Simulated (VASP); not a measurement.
# Pt (Im-3m) in VASP: notebook

Runs on Pt. Level: LDA. Tasks: single point.

Program: VASP 6.6.1. These are calculated values, not measurements. Logs are shortened: lines on timing, memory, paths and dates and some standing lists are left out, and cuts for length are marked.

## 1. The cell of the first run

Symmetry: Im-3m, No. 229, cubic system. The conventional cell has a = 3.168 Å, b = 3.168 Å, c = 3.168 Å, α = 90.00°, β = 90.00°, γ = 90.00°. Within 3.6 Å of Pt (site symmetry m-3m) lie 14 Pt at 2.74 to 3.17 Å.

## 2. Single point, LDA

Contents of INCAR:

```
SYSTEM = Pt
PREC = Accurate
ENCUT = 520
EDIFF = 1E-6
ISMEAR = 0
SIGMA = 0.15
LREAL = .FALSE.
LASPH = .TRUE.
NELM = 60
ALGO = Fast
ISIF = 2
LWAVE = .FALSE.
LCHARG = .FALSE.
NBANDS = 11
```

Contents of KPOINTS:

```
regular mesh
0
G
  22 22 22
  0 0 0
```

Contents of POSCAR:

```
Pt
1.0
   -1.5842200000      1.5842200000      1.5842200000
    1.5842200000     -1.5842200000      1.5842200000
    1.5842200000      1.5842200000     -1.5842200000
Pt
1
Direct
    0.0000000000      0.0000000000      0.0000000000
```

Potentials or basis: VASP PAW LDA potentials, release 64 (Pt).

Launch:

```bash
> cat potpaw_LDA.64/Pt/POTCAR > POTCAR
> mpirun -np 1 vasp_std > vasp.out
```

OUTCAR:

```text
SYSTEM = Pt
   PREC = Accurate
   ENCUT = 520
   EDIFF = 1E-6
   ISMEAR = 0
   LREAL = .FALSE.
   LASPH = .TRUE.
   NELM = 60
   ISIF = 2

 ion  position               nearest neighbor table
   1  0.000  0.000  0.000-

  LATTYP: Found a body centered cubic cell.
 ALAT       =     3.1684400000

  Lattice vectors:

 A1 = (  -1.5842200000,   1.5842200000,   1.5842200000)
 A2 = (   1.5842200000,  -1.5842200000,   1.5842200000)
 A3 = (   1.5842200000,   1.5842200000,  -1.5842200000)

Analysis of symmetry for initial positions (statically):
=====================================================================
 Subroutine PRICEL returns:
 Original cell was already a primitive cell.

 Routine SETGRP: Setting up the symmetry group for a
 body centered cubic supercell.

 Subroutine GETGRP returns: Found 48 space group operations
[... 9 lines left out ...]

 Routine SETGRP: Setting up the symmetry group for a
 body centered cubic supercell.

 Subroutine GETGRP returns: Found 48 space group operations
[... 11 lines left out ...]
                                     Primitive cell

  volume of cell :      15.9040

  direct lattice vectors                    reciprocal lattice vectors
    -1.584220000  1.584220000  1.584220000     0.000000000  0.315612731  0.315612731
     1.584220000 -1.584220000  1.584220000     0.315612731  0.000000000  0.315612731
     1.584220000  1.584220000 -1.584220000     0.315612731  0.315612731  0.000000000

  length of vectors
     2.743949530  2.743949530  2.743949530     0.446343804  0.446343804  0.446343804

  position of ions in fractional coordinates (direct lattice)
     0.000000000  0.000000000  0.000000000

  ion indices of the primitive-cell ions
   primitive index   ion index
                 1           1

----------------------------------------------------------------------------------------

 KPOINTS: regular mesh

Automatic generation of k-mesh.
 Grid dimensions read from file:
 generate k-points for:   22   22   22

 Generating k-lattice:

  Cartesian coordinates                     Fractional coordinates (reciprocal lattice)
     0.000000000  0.014346033  0.014346033     0.045454545  0.000000000  0.000000000
     0.014346033  0.000000000  0.014346033     0.000000000  0.045454545  0.000000000
     0.014346033  0.014346033  0.000000000     0.000000000  0.000000000  0.045454545

  Length of vectors
     0.020288355  0.020288355  0.020288355

  Shift w.r.t. Gamma in fractional coordinates (k-lattice)
     0.000000000  0.000000000  0.000000000

 Subroutine IBZKPT returns following result:
 ===========================================

 Found    328 irreducible k-points:

 Following reciprocal coordinates:
            Coordinates               Weight
  0.000000  0.000000  0.000000      1.000000
  0.045455  0.000000  0.000000     12.000000
  0.090909  0.000000  0.000000     12.000000
  0.136364  0.000000  0.000000     12.000000
  0.181818  0.000000  0.000000     12.000000
  0.227273  0.000000  0.000000     12.000000
[... 16 lines left out ...]
  0.090909  0.090909  0.000000     24.000000
  0.136364  0.090909 -0.000000     48.000000
 [... further k-points ...]
   k-points           NKPTS =    328   k-points in BZ     NKDIM =    328   number of bands    NBANDS=     11
   number of dos      NEDOS =    301   number of ions     NIONS =      1
   total plane-waves  NPLWV =   8000
   dimension x,y,z NGX =    20 NGY =   20 NGZ =   20
   dimension x,y,z NGXF=    40 NGYF=   40 NGZF=   40
   ions per type =               1
   NGX,Y,Z   is equivalent  to a cutoff of  12.12, 12.12, 12.12 a.u.
   NGXF,Y,Z  is equivalent  to a cutoff of  24.23, 24.23, 24.23 a.u.
 SYSTEM =  Pt
   PREC   = accura    normal or accurate (medium, high low for compatibility)
   ISTART =      0    job   : 0-new  1-cont  2-samecut
   ICHARG =      2    charge: 1-file 2-atom 10-const
   ISPIN  =      1    spin polarized calculation?
   LNONCOLLINEAR =      F non collinear calculations
   LSORBIT =      F    spin-orbit coupling
   LASPH  =      T    aspherical Exc in radial PAW
   ENCUT  =  520.0 eV  38.22 Ry    6.18 a.u.   5.10  5.10  5.10*2*pi/ulx,y,z
   NELM   =     60;   NELMIN=  2; NELMDL= -5     # of ELM steps
   EDIFF  = 0.1E-05   stopping-criterion for ELM
   LREAL  =      F    real-space projection
[... 7 lines left out ...]
   TEBEG  =    0.0;   TEEND  =   0.0 temperature during run
   PSTRESS=    0.0 pullay stress
   NELECT =      10.0000    total number of electrons
   NUPDOWN=      -1.0000    fix difference up-down
   EMIN   =  10.00;   EMAX   =-10.00  energy-range for DOS
   EFERMI =   0.00;   METHOD = LEGACY
   ISMEAR =     0;   SIGMA  =   0.15  broadening in eV -4-tet -1-fermi 0-gaus
   EFERMI_NEDOS =   21; number of points for ismear=-14 and -15
   IALGO  =     68    algorithm
   IMIX   =      4    mixing-type and parameters
     AMIX     =   0.40;   BMIX     =  1.00
     AMIX_MAG =   1.60;   BMIX_MAG =  1.00
  volume/ion in A,a.u.               =      15.90       107.33
  Fermi-wavevector in a.u.,A,eV,Ry     =   1.402510  2.650360 26.763132  1.967035
  Thomas-Fermi vector in A             =   2.525265
   LORBIT       =      0    0 simple, 1 ext, 2 COOP (PROOUT), +10 PAW based schemes
   GGA     = CA    functional components
   LHFCALC =     F    Hartree Fock is set to
   AEXX    =    0.0000 exact exchange contribution
   IVDW    =     0    specifies the selected vdW correction
   LEPSILON=     F    determine dielectric tensor
   LRPA    =     F    only Hartree local field effects (RPA)
 non-spin polarized calculation
 RMM-DIIS sequential band-by-band and
 Gauss-broadening in eV      SIGMA  =   0.15
  energy-cutoff  :      520.00
  volume of cell :       15.90
 maximum number of plane-waves:       442
   NGX = 11   NGY = 11   NGZ = 11

 number of electron      10.0000000 magnetization

 Free energy of the ion-electron system (eV)
  ---------------------------------------------------
  ext. energy  EPLUGINS =         0.00000000
  ---------------------------------------------------
  free energy    TOTEN  =        -7.34561297 eV

  energy without entropy =       -7.33241773  energy(sigma->0) =       -7.33901535

 E-fermi :   9.9137     XC(G=0): -13.3761

 val. band max:        9.9134019910   @ k =   0.3636   0.0000   0.0000
 cond. band min:       9.9303277530   @ k =  -0.3636   0.4091   0.1364
 fundamental gap:      0.0169257620
 Fermi energy:         9.9136640593

 k-point     1 :       0.0000    0.0000    0.0000
  band No.  band energies     occupation
      1       0.4796      2.00000
      2       6.4633      2.00000
      3       6.4633      2.00000
      4       6.4633      2.00000
      5       8.9759      2.00000
      6       8.9759      2.00000
      7      27.0061      0.00000
      8      27.0061      0.00000
      9      27.0061      0.00000
     10      37.0245      0.00000
     11      37.0432      0.00000

 k-point     2 :       0.0455    0.0000    0.0000
  band No.  band energies     occupation
      1       0.5636      2.00000
      2       6.4303      2.00000
      3       6.4638      2.00000
      4       6.5303      2.00000
      5       8.9320      2.00000
      6       8.9780      2.00000
      7      27.0483      0.00000
      8      27.0788      0.00000
      9      27.1296      0.00000
     10      35.4121      0.00000
     11      35.8845      0.00000

 k-point     3 :       0.0909    0.0000    0.0000
  band No.  band energies     occupation
      1       0.8113      2.00000
      2       6.3354      2.00000
      3       6.4617      2.00000
      4       6.7293      2.00000
      5       8.8179      2.00000
      6       8.9852      2.00000
      7      27.1375      0.00000
      8      27.2272      0.00000
      9      27.4941      0.00000
     10      33.9654      0.00000
     11      34.3680      0.00000

 k-point     4 :       0.1364    0.0000    0.0000
  band No.  band energies     occupation
      1       1.2076      2.00000
      2       6.1895      2.00000
      3       6.4505      2.00000
      4       7.0540      2.00000
      5       8.6798      2.00000
      6       8.9992      2.00000
      7      27.1499      0.00000
      8      27.2030      0.00000
      9      28.0825      0.00000
     10      32.9251      0.00000
     11      32.9700      0.00000

 k-point     5 :       0.1818    0.0000    0.0000
  band No.  band energies     occupation
      1       1.7215      2.00000
      2       6.0083      2.00000
      3       6.4352      2.00000
      4       7.4935      2.00000
      5       8.5723      2.00000
      6       9.0225      2.00000
      7      26.5796      0.00000
      8      26.8997      0.00000
      9      28.8679      0.00000
     10      32.1972      0.00000
     11      32.4954      0.00000
[... 211 lines left out ...]
 k-point    21 :       0.4091    0.0455    0.0000
  band No.  band energies     occupation
      1       3.4776      2.00000
      2       5.1263      2.00000
      3       8.5481      2.00000
      4       9.0007      2.00000
      5       9.5784      1.99843
      6      10.9584      0.00000
      7      17.2754      0.00000
      8      23.4450      0.00000
      9      25.9602      0.00000
     10      33.8477      0.00000
     11      34.3462      0.00000

 k-point    22 :       0.4545    0.0455    0.0000
  band No.  band energies     occupation
      1       3.4658      2.00000
      2       5.0775      2.00000
      3       8.7503      2.00000
      4       9.0635      2.00000
      5       9.9718      0.58379
      6      11.3508      0.00000
      7      16.2768      0.00000
      8      23.2300      0.00000
      9      25.5074      0.00000
     10      33.8257      0.00000
     11      34.6872      0.00000

 k-point    23 :       0.0909    0.0909    0.0000
  band No.  band energies     occupation
      1       1.4393      2.00000
      2       6.1915      2.00000
      3       6.3074      2.00000
      4       7.3008      2.00000
      5       8.5802      2.00000
      6       9.0421      2.00000
      7      27.0613      0.00000
      8      27.4680      0.00000
      9      27.9950      0.00000
     10      31.6367      0.00000
     11      33.2253      0.00000

 k-point    24 :       0.1364    0.0909   -0.0000
  band No.  band energies     occupation
      1       1.9442      2.00000
      2       6.0374      2.00000
      3       6.2391      2.00000
      4       7.7749      2.00000
      5       8.4672      2.00000
      6       9.0919      2.00000
      7      26.6226      0.00000
      8      26.8668      0.00000
      9      28.5476      0.00000
     10      30.6819      0.00000
     11      32.6699      0.00000

 [... further k-points ...]

------------------------ aborting loop because EDIFF is reached ----------------------------------------

  FORCE on cell =-STRESS in cart. coord.  units (eV):
  Direction    XX          YY          ZZ          XY          YZ          ZX
  --------------------------------------------------------------------------------------
  -------------------------------------------------------------------------------------
  Total       -1.5175516     -1.5175516     -1.5175516      0.0000000      0.0000000      0.0000000
  in kB     -152.8789103   -152.8789103   -152.8789103      0.0000000      0.0000000      0.0000000
  external PRESSURE =    -152.8789103 kB  Pullay stress =       0.0000000 kB

 VOLUME and BASIS-vectors are now :
 -----------------------------------------------------------------------------
  energy-cutoff  :      520.00
  volume of cell :       15.90
      direct lattice vectors                 reciprocal lattice vectors
    -1.584220000  1.584220000  1.584220000     0.000000000  0.315612731  0.315612731
     1.584220000 -1.584220000  1.584220000     0.315612731  0.000000000  0.315612731
     1.584220000  1.584220000 -1.584220000     0.315612731  0.315612731  0.000000000

 POSITION                                       TOTAL-FORCE (eV/Angst)
 -----------------------------------------------------------------------------------
      0.00000      0.00000      0.00000        -0.000000      0.000000      0.000000
 -----------------------------------------------------------------------------------
    total drift:                               -0.000000     -0.000000      0.000000

  FREE ENERGIE OF THE ION-ELECTRON SYSTEM (eV)
  ---------------------------------------------------
  free  energy   TOTEN  =        -7.3456129655 eV

  energy  without entropy=       -7.3324177335  energy(sigma->0) =       -7.33901535
```

Run time: 42 s. Hardware: 1 thread of AMD EPYC 7R13 (Zen 3), shared host; peak memory 0.13 GiB.

What came out:

| Item | Value |
| --- | --- |
| Free energy | -7.3456 eV |
| Pressure | -15.3 GPa |
| Band gap on the k mesh | zero (band 5 reaches 10.93 eV, above the bottom of band 6 at 8.83 eV) |

Caveat: spin-orbit coupling is left out, which moves the levels of the heavy elements.

## 3. Single point, LDA

Contents of INCAR:

```
SYSTEM = Pt
PREC = Accurate
ENCUT = 520
EDIFF = 1E-7
ISMEAR = 0
SIGMA = 0.15
LREAL = .False.
LASPH = .True.
NELM = 60
ALGO = Normal
ISIF = 2
LWAVE = .False.
LCHARG = .False.
GGA = CA
NBANDS = 11
```

Contents of KPOINTS:

```
regular mesh
0
Gamma
  24 24 24
  0 0 0
```

POSCAR is that of step 2.

Potentials or basis: VASP PAW LDA potentials, release 64 (Pt).

Launch:

```bash
> cat potpaw_LDA.64/Pt/POTCAR > POTCAR
> mpirun -np 1 vasp_std > vasp.out
```

OUTCAR:

```text
SYSTEM = Pt
   PREC = Accurate
   ENCUT = 520
   EDIFF = 1E-7
   ISMEAR = 0
   LREAL = .False.
   LASPH = .True.
   NELM = 60
   ISIF = 2
   GGA = CA

 ion  position               nearest neighbor table
   1  0.000  0.000  0.000-

  LATTYP: Found a body centered cubic cell.
 ALAT       =     3.1684400000

  Lattice vectors:

 A1 = (  -1.5842200000,   1.5842200000,   1.5842200000)
 A2 = (   1.5842200000,  -1.5842200000,   1.5842200000)
 A3 = (   1.5842200000,   1.5842200000,  -1.5842200000)

Analysis of symmetry for initial positions (statically):
=====================================================================
 Subroutine PRICEL returns:
 Original cell was already a primitive cell.

 Routine SETGRP: Setting up the symmetry group for a
 body centered cubic supercell.

 Subroutine GETGRP returns: Found 48 space group operations
[... 9 lines left out ...]

 Routine SETGRP: Setting up the symmetry group for a
 body centered cubic supercell.

 Subroutine GETGRP returns: Found 48 space group operations
[... 11 lines left out ...]
                                     Primitive cell

  volume of cell :      15.9040

  direct lattice vectors                    reciprocal lattice vectors
    -1.584220000  1.584220000  1.584220000     0.000000000  0.315612731  0.315612731
     1.584220000 -1.584220000  1.584220000     0.315612731  0.000000000  0.315612731
     1.584220000  1.584220000 -1.584220000     0.315612731  0.315612731  0.000000000

  length of vectors
     2.743949530  2.743949530  2.743949530     0.446343804  0.446343804  0.446343804

  position of ions in fractional coordinates (direct lattice)
     0.000000000  0.000000000  0.000000000

  ion indices of the primitive-cell ions
   primitive index   ion index
                 1           1

----------------------------------------------------------------------------------------

 KPOINTS: regular mesh
[... 90 lines left out ...]
  Fermi-wavevector in a.u.,A,eV,Ry     =   1.402510  2.650360 26.763132  1.967035
  Thomas-Fermi vector in A             =   2.525265
   LORBIT       =      0    0 simple, 1 ext, 2 COOP (PROOUT), +10 PAW based schemes
   GGA     = CA    functional components
   LHFCALC =     F    Hartree Fock is set to
   AEXX    =    0.0000 exact exchange contribution
   IVDW    =     0    specifies the selected vdW correction
   LEPSILON=     F    determine dielectric tensor
   LRPA    =     F    only Hartree local field effects (RPA)
 non-spin polarized calculation
 Gauss-broadening in eV      SIGMA  =   0.15
  energy-cutoff  :      520.00
  volume of cell :       15.90
 maximum number of plane-waves:       444
   NGX = 11   NGY = 11   NGZ = 11

 number of electron      10.0000000 magnetization

 Free energy of the ion-electron system (eV)
  ---------------------------------------------------
  ext. energy  EPLUGINS =         0.00000000
  ---------------------------------------------------
  free energy    TOTEN  =        -7.34535380 eV

  energy without entropy =       -7.33199013  energy(sigma->0) =       -7.33867196

 E-fermi :   9.9441     XC(G=0): -13.3761

 val. band max:        9.9358338763   @ k =   0.2917   0.0833   0.0000
 cond. band min:       9.9476542157   @ k =  -0.3333   0.3750   0.0417
 fundamental gap:      0.0118203393
 Fermi energy:         9.9441076122

 k-point     1 :       0.0000    0.0000    0.0000
  band No.  band energies     occupation
      1       0.4796      2.00000
      2       6.4627      2.00000
      3       6.4627      2.00000
      4       6.4627      2.00000
      5       8.9774      2.00000
      6       8.9774      2.00000
      7      27.0060      0.00000
      8      27.0060      0.00000
      9      27.0060      0.00000
     10      37.0224      0.00000
     11      37.0261      0.00000
[... 309 lines left out ...]
 k-point    24 :       0.4583    0.0417    0.0000
  band No.  band energies     occupation
      1       3.4568      2.00000
      2       5.0732      2.00000
      3       8.7580      2.00000
      4       9.0989      2.00000
      5       9.9963      0.62263
      6      11.3043      0.00000
      7      16.2584      0.00000
      8      23.2223      0.00000
      9      25.5281      0.00000
     10      33.8295      0.00000
     11      34.7164      0.00000

 [... further k-points ...]

------------------------ aborting loop because EDIFF is reached ----------------------------------------

  FORCE on cell =-STRESS in cart. coord.  units (eV):
  Direction    XX          YY          ZZ          XY          YZ          ZX
  --------------------------------------------------------------------------------------
  -------------------------------------------------------------------------------------
  Total       -1.5168734     -1.5168734     -1.5168734      0.0000000     -0.0000000      0.0000000
  in kB     -152.8105921   -152.8105921   -152.8105921      0.0000000     -0.0000000      0.0000000
  external PRESSURE =    -152.8105921 kB  Pullay stress =       0.0000000 kB

 VOLUME and BASIS-vectors are now :
 -----------------------------------------------------------------------------
  energy-cutoff  :      520.00
  volume of cell :       15.90
      direct lattice vectors                 reciprocal lattice vectors
    -1.584220000  1.584220000  1.584220000     0.000000000  0.315612731  0.315612731
     1.584220000 -1.584220000  1.584220000     0.315612731  0.000000000  0.315612731
     1.584220000  1.584220000 -1.584220000     0.315612731  0.315612731  0.000000000

 POSITION                                       TOTAL-FORCE (eV/Angst)
 -----------------------------------------------------------------------------------
      0.00000      0.00000      0.00000        -0.000000      0.000000      0.000000
 -----------------------------------------------------------------------------------
    total drift:                                0.000000     -0.000000     -0.000000

  FREE ENERGIE OF THE ION-ELECTRON SYSTEM (eV)
  ---------------------------------------------------
  free  energy   TOTEN  =        -7.3453537953 eV

  energy  without entropy=       -7.3319901321  energy(sigma->0) =       -7.33867196
```

stdout:

```text
POSCAR found type information on POSCAR Pt
 POSCAR found :  1 types and       1 ions
 scaLAPACK will be used
 LDA part: xc-table for (Slater(with rela. corr.)+CA(PZ))
 , standard interpolation
 POSCAR, INCAR and KPOINTS ok, starting setup
 FFT: planning ... GRIDC
 FFT: planning ... GRID_SOFT
 FFT: planning ... GRID
 WAVECAR not read
 entering main loop
```

It took 51 s on 1 thread of AMD EPYC 7R13 (Zen 3), shared host; peak memory 0.14 GiB.

Results:

- Free energy: -7.3454 eV
- Pressure: -15.3 GPa
- Band gap on the k mesh: zero (band 5 reaches 10.93 eV, above the bottom of band 6 at 8.82 eV)

Levels at points of the mesh, in eV from the Fermi level:
```csv
k point,band 3,band 4,band 5,band 6,band 7,band 8
"(0.00, 0.00, 0.00)",-3.48,-3.48,-0.97,-0.97,17.06,17.06
"(0.50, 0.00, 0.00)",-1.16,-0.65,0.27,1.02,6.22,13.23
"(0.50, 0.50, 0.50)",0.50,0.50,0.50,7.60,7.60,7.60
```

Caveat: spin-orbit coupling is left out, which moves the levels of the heavy elements.
